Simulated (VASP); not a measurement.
Wanted: the native input for a VASP 6.6.1 run.

```yaml
Task: single point
Functional: r2SCAN
Potentials_or_basis: VASP PAW PBE potentials, release 64 (Si, C)
Cutoff: 660 eV
k_mesh: 17 × 17 × 17
Occupations: fermi-dirac, width 0.1 eV
Spin: no spin polarisation
Dipole_correction: no
Further_INCAR_settings: ALGO = Normal; EDIFF = 1e-06; NBANDS = 11
```

Crystal: SiC (rocksalt type).

```
CELL_PARAMETERS angstrom
0.00000 1.86970 1.86970
1.86970 0.00000 1.86970
1.86970 1.86970 0.00000
ATOMIC_POSITIONS crystal
Si 0.00000 0.00000 0.00000
C 0.50000 0.50000 0.50000
```

This cell differs from its parent crystal: volume scaled by 0.8.

One way to write it, as run:

POSCAR

```
SiC
1.0
    0.0000000000      1.8697025682      1.8697025682
    1.8697025682      0.0000000000      1.8697025682
    1.8697025682      1.8697025682      0.0000000000
Si C
1 1
Direct
    0.0000000000      0.0000000000      0.0000000000
    0.5000000000      0.5000000000      0.5000000000
```

INCAR.step1

```
SYSTEM = SiC
  PREC = Accurate
  ENCUT = 660
  ISMEAR = -1
  SIGMA = 0.1
  LREAL = .False.
  LASPH = .True.
  NELM = 120
  NBANDS = 11
  GGA = PE
  ALGO = Normal
  EDIFF = 1E-5
  LWAVE = .True.
  LCHARG = .False.
  GGA_COMPAT = .False.
```

INCAR.step2

```
SYSTEM = SiC
  PREC = Accurate
  ENCUT = 660
  EDIFF = 1E-6
  ISMEAR = -1
  SIGMA = 0.1
  LREAL = .False.
  LASPH = .True.
  NELM = 120
  ALGO = Normal
  ISIF = 2
  LWAVE = .False.
  LCHARG = .True.
  METAGGA = R2SCAN
  LMIXTAU = .True.
  LELF = .True.
  LVHAR = .True.
  NBANDS = 11
  ISTART = 1
  GGA_COMPAT = .False.
```

KPOINTS

```
Automatic mesh
0
Gamma
  17 17 17
  0 0 0
```

Potentials or basis: VASP PAW PBE potentials, release 64 (Si, C).

Run with:

```console
$ cat potpaw_PBE.64/Si/POTCAR potpaw_PBE.64/C/POTCAR > POTCAR
$ cp INCAR.step1 INCAR
$ mpirun -np 1 vasp_std > vasp.out
$ cp INCAR.step2 INCAR
$ mpirun -np 1 vasp_std > vasp.out
```

Results of the run:

```yaml
Pressure: 97.2 GPa
Band_gap_on_the_k_mesh: 1.26 eV, indirect (least direct gap 6.84 eV)
```

Caveat: the PAW data sets were made with another functional, which shifts forces and pressure a little.

It took 84 s on 1 thread of Intel Xeon 6975P-C (shared host), peak memory 0.16 GiB.
